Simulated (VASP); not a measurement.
GaAs:

```
As Ga
1.0
     0.00000    2.78864    2.78864
     2.78864    0.00000    2.78864
     2.78864    2.78864    0.00000
As Ga
1 1
Direct
  0.75000 0.75000 0.75000
  0.00000 0.00000 0.00000
```

Base run:

- Program: VASP 6.6.1
- Functional: PBEsol
- Dispersion: D3(BJ)
- Potentials or basis: VASP PAW PBE potentials, release 64 (As, Ga_d)
- Cutoff: 520 eV
- k mesh: 8 × 8 × 8
- Occupations: fermi-dirac, width 0.05 eV
- Spin: no spin polarisation

Its results: band gap on the k mesh 0.77 eV, direct; pressure 1.3 GPa.

Question: The run is repeated on the same cell with these changes: functional from PBEsol to revPBE; dispersion from D3(BJ) to D4. What comes out?

Answer: Band gap on the k mesh 0.93 eV, direct; pressure 2.7 GPa.

Several settings changed at once, so the effect can't be laid on one alone.

Caveats: the PAW data sets were made with another functional, which shifts forces and pressure a little.

A k mesh can miss the band edges.
